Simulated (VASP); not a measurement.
# NaHf12 (a cell with a defect) in VASP: single point with PBE

Aim: the single point of NaHf12 (a cell with a defect) with PBE.

All numbers are computed with VASP 6.6.1; they aren't measurements. Logs are shortened: lines on timing, memory, paths and dates and some standing lists are left out, and cuts for length are marked.

**1. The cell of the first run**

The cell holds a defect, 13 atoms: a = 6.400 Å, b = 9.600 Å, c = 5.062 Å, α = 90.00°, β = 90.00°, γ = 120.00°.

**2. Single point, PBE**

INCAR

```
SYSTEM = NaHf12
PREC = Accurate
ENCUT = 520
EDIFF = 1E-6
ISMEAR = -1
SIGMA = 0.1
LREAL = .FALSE.
LASPH = .TRUE.
NELM = 80
ALGO = Normal
ISIF = 2
LWAVE = .FALSE.
LCHARG = .TRUE.
GGA = PE
LELF = .TRUE.
LVHAR = .TRUE.
NBANDS = 76
```

KPOINTS

```
regular mesh
0
G
  3 2 3
  0 0 0
```

POSCAR

```
NaHf12
1.0
    6.4000000000      0.0000000000      0.0000000000
   -4.8000000000      8.3138440000      0.0000000000
    0.0000000000      0.0000000000      5.0624000000
Hf Na
12 1
Direct
   -0.0241461624     -0.0214066482     -0.0283160901
    0.1218270302      0.2092989170      0.4239719579
    0.0033419901      0.3465887931     -0.0419457389
    0.1776891434      0.5604758121      0.5178654980
    0.0595052595      0.6977005237      0.0510255650
    0.2041279254      0.9276534255      0.5051232602
    0.5299753433      0.0164377665     -0.0180205619
    0.6960124879      0.2237772684      0.4468195851
    0.4404885825      0.2738782327     -0.1624249294
    0.7393874688      0.6329018030      0.6379281187
    0.4849359394      0.6830591555      0.0303381056
    0.6499924133      0.8905513378      0.4957085084
    0.5915946785      0.4534212130      0.2374733214
```

Potentials or basis: VASP PAW PBE potentials, release 64 (Hf_pv, Na_pv).

On the command line:

```console
$ cat potpaw_PBE.64/Hf_pv/POTCAR potpaw_PBE.64/Na_pv/POTCAR > POTCAR
$ mpirun -np 1 vasp_std > vasp.out
```

OUTCAR:

```text
SYSTEM = NaHf12
   PREC = Accurate
   ENCUT = 520
   EDIFF = 1E-6
   ISMEAR = -1
   LREAL = .FALSE.
   LASPH = .TRUE.
   NELM = 80
   ISIF = 2
   GGA = PE

 ion  position               nearest neighbor table
   1  0.976  0.979  0.972-   6 2.94   9 2.98   2 2.99  11 3.02  12 3.02   5 3.03   7 3.05  12 3.22
                             6 3.22  10 3.34   2 3.38   7 3.38   3 3.45
   2  0.122  0.209  0.424-   9 2.77   8 2.80  13 2.89   3 2.98   1 2.99   6 3.03  12 3.06   4 3.24
                             3 3.26   1 3.38   9 3.48   8 3.61
   3  0.003  0.347  0.958-   4 2.85   2 2.98   8 3.01   7 3.10   8 3.10  11 3.18   5 3.24   2 3.26
                             9 3.26   4 3.35   9 3.36   1 3.45
   4  0.178  0.560  0.518-   3 2.85   5 2.98  11 3.00  12 3.10  11 3.11   8 3.18   2 3.24   5 3.25
                            10 3.27   3 3.35  10 3.36   6 3.44
   5  0.060  0.698  0.051-  10 2.77  11 2.80  13 2.89   4 2.98   6 3.00   1 3.03   7 3.06   3 3.24
                             4 3.25   6 3.37  10 3.48  11 3.61
   6  0.204  0.928  0.505-   1 2.94  10 2.98   5 3.00   7 3.02   8 3.02   2 3.03  12 3.05   7 3.21
                             1 3.22   9 3.34   5 3.37  12 3.38   4 3.44
   7  0.530  0.016  0.982-   9 2.90   8 2.92  12 3.01   6 3.02   1 3.05   5 3.06  11 3.08   3 3.10
                            12 3.12   6 3.21   8 3.21   1 3.38
   8  0.696  0.224  0.447-   9 2.76   2 2.80  13 2.81   7 2.92   3 3.01   6 3.02  12 3.07   3 3.10
                             4 3.18   7 3.21   2 3.61   9 3.63
   9  0.440  0.274  0.838-  13 2.52   8 2.76   2 2.77   7 2.90   1 2.98  10 3.16   3 3.26   6 3.34
                             3 3.36   2 3.48   8 3.63
  10  0.739  0.633  0.638-  13 2.52  11 2.76   5 2.77  12 2.89   6 2.98   9 3.16   4 3.27   1 3.34
                             4 3.36   5 3.48  11 3.62
  11  0.485  0.683  0.030-  10 2.76   5 2.80  13 2.82  12 2.92   4 3.00   1 3.02   7 3.08   4 3.11
                             3 3.18  12 3.21   5 3.61  10 3.62
  12  0.650  0.891  0.496-  10 2.89  11 2.92   7 3.01   1 3.02   6 3.05   2 3.06   8 3.07   4 3.10
                             7 3.12  11 3.21   1 3.22   6 3.38
  13  0.592  0.453  0.237-   9 2.52  10 2.52   8 2.81  11 2.82   5 2.89   2 2.89

  LATTYP: Found a simple monoclinic cell.
 ALAT       =     6.4000000000
 B/A-ratio  =     0.7910000000
 C/A-ratio  =     1.3228756745
 COS(beta)  =    -0.1889822338

  Lattice vectors:

 A1 = (   6.4000000000,   0.0000000000,   0.0000000000)
 A2 = (   0.0000000000,   0.0000000000,   5.0624000000)
 A3 = (  -1.6000000000,  -8.3138440000,   0.0000000000)

Analysis of symmetry for initial positions (statically):
=====================================================================
 Subroutine PRICEL returns:
 Original cell was already a primitive cell.

 Routine SETGRP: Setting up the symmetry group for a
 simple monoclinic supercell.

 Subroutine GETGRP returns: Found  1 space group operations
 (whereof  1 operations were pure point group operations)
 out of a pool of  4 trial point group operations.

The static configuration has the point symmetry C_1 .

Analysis of symmetry for dynamics (positions and initial velocities):
=====================================================================
 Subroutine PRICEL returns:
 Original cell was already a primitive cell.

 Routine SETGRP: Setting up the symmetry group for a
 simple monoclinic supercell.

 Subroutine GETGRP returns: Found  1 space group operations
 (whereof  1 operations were pure point group operations)
 out of a pool of  4 trial point group operations.

The dynamic configuration has the point symmetry C_1 .

 Subroutine INISYM returns: Found  1 space group operations
 (whereof  1 operations are pure point group operations),
 and found     1 'primitive' translations

----------------------------------------------------------------------------------------

                                     Primitive cell

  volume of cell :     269.3632

  direct lattice vectors                    reciprocal lattice vectors
     6.400000000  0.000000000  0.000000000     0.156250000  0.090210978  0.000000000
    -4.800000000  8.313844000  0.000000000     0.000000000  0.120281304  0.000000000
     0.000000000  0.000000000  5.062400000     0.000000000  0.000000000  0.197534766

  length of vectors
     6.400000000  9.600000107  5.062400000     0.180421958  0.120281304  0.197534766

  position of ions in fractional coordinates (direct lattice)
     0.975853838  0.978593352  0.971683910
     0.121827030  0.209298917  0.423971958
     0.003341990  0.346588793  0.958054261
     0.177689143  0.560475812  0.517865498
     0.059505259  0.697700524  0.051025565
     0.204127925  0.927653425  0.505123260
     0.529975343  0.016437766  0.981979438
     0.696012488  0.223777268  0.446819585
     0.440488583  0.273878233  0.837575071
     0.739387469  0.632901803  0.637928119
     0.484935939  0.683059155  0.030338106
[... 36 lines left out ...]

  Shift w.r.t. Gamma in fractional coordinates (k-lattice)
     0.000000000  0.000000000  0.000000000

 -----------------------------------------------------------------------------
|                                                                             |
|           W    W    AA    RRRRR   N    N  II  N    N   GGGG   !!!           |
|           W    W   A  A   R    R  NN   N  II  NN   N  G    G  !!!           |
|           W    W  A    A  R    R  N N  N  II  N N  N  G       !!!           |
|           W WW W  AAAAAA  RRRRR   N  N N  II  N  N N  G  GGG   !            |
|           WW  WW  A    A  R   R   N   NN  II  N   NN  G    G                |
|           W    W  A    A  R    R  N    N  II  N    N   GGGG   !!!           |
|                                                                             |
|     Your reciprocal lattice and k-lattice belong to different lattice       |
|     classes:                                                                |
|                                                                             |
|        The reciprocal lattice is simple monoclinic,                         |
|        whereas your k-lattice is hexagonal.                                 |
|                                                                             |
|     Results are often still useful ...                                      |
|                                                                             |
 -----------------------------------------------------------------------------

 Subroutine IBZKPT returns following result:
 ===========================================

 Found     10 irreducible k-points:

 Following reciprocal coordinates:
            Coordinates               Weight
  0.000000  0.000000  0.000000      1.000000
  0.333333  0.000000  0.000000      2.000000
  0.000000  0.500000  0.000000      1.000000
  0.333333  0.500000  0.000000      2.000000
  0.000000  0.000000  0.333333      2.000000
  0.333333  0.000000  0.333333      2.000000
 -0.333333 -0.000000  0.333333      2.000000
  0.000000  0.500000  0.333333      2.000000
  0.333333  0.500000  0.333333      2.000000
 -0.333333  0.500000  0.333333      2.000000
   k-points           NKPTS =     10   k-points in BZ     NKDIM =     10   number of bands    NBANDS=     76
   number of dos      NEDOS =    301   number of ions     NIONS =     13
   total plane-waves  NPLWV = 138240
   dimension x,y,z NGX =    48 NGY =   72 NGZ =   40
   dimension x,y,z NGXF=    96 NGYF=  144 NGZF=   80
   ions per type =              12   1
   NGX,Y,Z   is equivalent  to a cutoff of  12.47, 12.47, 13.14 a.u.
   NGXF,Y,Z  is equivalent  to a cutoff of  24.94, 24.94, 26.27 a.u.
 SYSTEM =  NaHf12
   PREC   = accura    normal or accurate (medium, high low for compatibility)
   ISTART =      0    job   : 0-new  1-cont  2-samecut
   ICHARG =      2    charge: 1-file 2-atom 10-const
   ISPIN  =      1    spin polarized calculation?
   LNONCOLLINEAR =      F non collinear calculations
   LSORBIT =      F    spin-orbit coupling
   LASPH  =      T    aspherical Exc in radial PAW
   ENCUT  =  520.0 eV  38.22 Ry    6.18 a.u.  11.90 17.85  9.41*2*pi/ulx,y,z
   NELM   =     80;   NELMIN=  2; NELMDL= -5     # of ELM steps
   EDIFF  = 0.1E-05   stopping-criterion for ELM
   LREAL  =      F    real-space projection
   EDIFFG = 0.1E-04   stopping-criterion for IOM
   NSW    =      0    number of steps for IOM
   IBRION =     -1    ionic relax: 0-MD 1-quasi-New 2-CG
   NFREE  =      0    steps in history (QN), initial steepest desc. (CG)
   ISIF   =      2    stress and relaxation
   ISYM   =      2    0-nonsym 1-usesym 2-fastsym
   POTIM  = 0.5000    time-step for ionic-motion
   TEBEG  =    0.0;   TEEND  =   0.0 temperature during run
   PSTRESS=    0.0 pullay stress
   NELECT =     127.0000    total number of electrons
   NUPDOWN=      -1.0000    fix difference up-down
   EMIN   =  10.00;   EMAX   =-10.00  energy-range for DOS
   EFERMI =   0.00;   METHOD = LEGACY
   ISMEAR =    -1;   SIGMA  =   0.10  broadening in eV -4-tet -1-fermi 0-gaus
   EFERMI_NEDOS =   21; number of points for ismear=-14 and -15
   IALGO  =     38    algorithm
   IMIX   =      4    mixing-type and parameters
     AMIX     =   0.40;   BMIX     =  1.00
     AMIX_MAG =   1.60;   BMIX_MAG =  1.00
  volume/ion in A,a.u.               =      20.72       139.83
  Fermi-wavevector in a.u.,A,eV,Ry     =   1.274178  2.407847 22.089447  1.623529
  Thomas-Fermi vector in A             =   2.406960
   LORBIT       =      0    0 simple, 1 ext, 2 COOP (PROOUT), +10 PAW based schemes
   GGA     = PE    functional components
   LHFCALC =     F    Hartree Fock is set to
   AEXX    =    0.0000 exact exchange contribution
   IVDW    =     0    specifies the selected vdW correction
   LEPSILON=     F    determine dielectric tensor
   LRPA    =     F    only Hartree local field effects (RPA)
 non-spin polarized calculation
  energy-cutoff  :      520.00
  volume of cell :      269.36
 maximum number of plane-waves:      7282
   NGX = 23   NGY = 35   NGZ = 19

 number of electron     126.9999997 magnetization

 Free energy of the ion-electron system (eV)
  ---------------------------------------------------
  ext. energy  EPLUGINS =         0.00000000
  ---------------------------------------------------
  free energy    TOTEN  =      -115.45886624 eV

  energy without entropy =     -115.04227429  energy(sigma->0) =     -115.25057027

 E-fermi :   4.9738     XC(G=0): -11.3965

 val. band max:        4.9730203751   @ k =   0.3333   0.0000   0.3333
 cond. band min:       4.9798673333   @ k =   0.3333   0.0000   0.0000
 fundamental gap:      0.0068469582
 Fermi energy:         4.9738351066

 k-point     1 :       0.0000    0.0000    0.0000
  band No.  band energies     occupation
      1     -25.9750      2.00000
      2     -25.8987      2.00000
      3     -25.7479      2.00000
      4     -25.6777      2.00000
      5     -25.6613      2.00000
      6     -25.6441      2.00000
[... 769 lines left out ...]
     74       6.3264      0.00000
     75       6.4744      0.00000
 [bands above 75 left out]

------------------------ aborting loop because EDIFF is reached ----------------------------------------

  FORCE on cell =-STRESS in cart. coord.  units (eV):
  Direction    XX          YY          ZZ          XY          YZ          ZX
  --------------------------------------------------------------------------------------
  -------------------------------------------------------------------------------------
  Total       13.3695080     13.9105657     22.8148910      1.4369975      2.8957124      0.8757969
  in kB       79.5220753     82.7402960    135.7033843      8.5472870     17.2237494      5.2092557
  external PRESSURE =      99.3219185 kB  Pullay stress =       0.0000000 kB

 VOLUME and BASIS-vectors are now :
 -----------------------------------------------------------------------------
  energy-cutoff  :      520.00
  volume of cell :      269.36
      direct lattice vectors                 reciprocal lattice vectors
     6.400000000  0.000000000  0.000000000     0.156250000  0.090210978  0.000000000
    -4.800000000  8.313844000  0.000000000     0.000000000  0.120281304  0.000000000
     0.000000000  0.000000000  5.062400000     0.000000000  0.000000000  0.197534766

 POSITION                                       TOTAL-FORCE (eV/Angst)
 -----------------------------------------------------------------------------------
      1.54822      8.13587      4.91905        -0.006882      0.002100     -0.014754
     -0.22494      1.74008      2.14632        -0.040764      0.000995      0.029388
     -1.64224      2.88149      4.85005         0.003846     -0.003243     -0.012437
     -1.55307      4.65971      2.62164        -0.003778     -0.016670      0.024188
     -2.96813      5.80057      0.25831         0.024152     -0.005218     -0.032659
     -3.14632      7.71237      2.55714         0.010889      0.025613      0.009029
      3.31294      0.13666      4.97117         0.003026      0.006050     -0.013213
      3.38035      1.86045      2.26198         0.017898     -0.022971      0.025567
      1.50451      2.27698      4.24014         0.006647     -0.023294     -0.041174
      1.69415      5.26185      3.22945        -0.002933      0.014080      0.058479
     -0.17509      5.67885      0.15358        -0.017917      0.018828     -0.035630
     -0.11469      7.40390      2.50947         0.011883      0.003209     -0.001307
      1.60978      3.76967      1.20218        -0.006067      0.000519      0.004523
 -----------------------------------------------------------------------------------
    total drift:                                0.000121     -0.000479     -0.000067

  FREE ENERGIE OF THE ION-ELECTRON SYSTEM (eV)
  ---------------------------------------------------
  free  energy   TOTEN  =      -115.4588662441 eV

  energy  without entropy=     -115.0422742894  energy(sigma->0) =     -115.25057027
```

Run time: 2.8 min. Hardware: 1 thread of Intel Xeon 6975P-C (Granite Rapids), shared host; peak memory 0.42 GiB.

Results:

```yaml
Free_energy: -115.4589 eV
Pressure: 9.9 GPa
Largest_force: 0.060 eV/Å
Band_gap_on_the_k_mesh: zero (an odd number of electrons rules out a gap without spin polarisation)
```

Forces in eV/Å, atoms in the order of the input:
```
Hf  -0.007  0.002 -0.015
Hf  -0.041  0.001  0.029
Hf   0.004 -0.003 -0.012
Hf  -0.004 -0.017  0.024
Hf   0.024 -0.005 -0.033
Hf   0.011  0.026  0.009
Hf   0.003  0.006 -0.013
Hf   0.018 -0.023  0.026
Hf   0.007 -0.023 -0.041
Hf  -0.003  0.014  0.058
Hf  -0.018  0.019 -0.036
Hf   0.012  0.003 -0.001
Na  -0.006  0.001  0.005
```

Caveat: the k points lie up to 0.41 Å⁻¹ apart, too coarse for converged energies and pressures of a metal; spin-orbit coupling is left out, which moves the levels of the heavy elements.
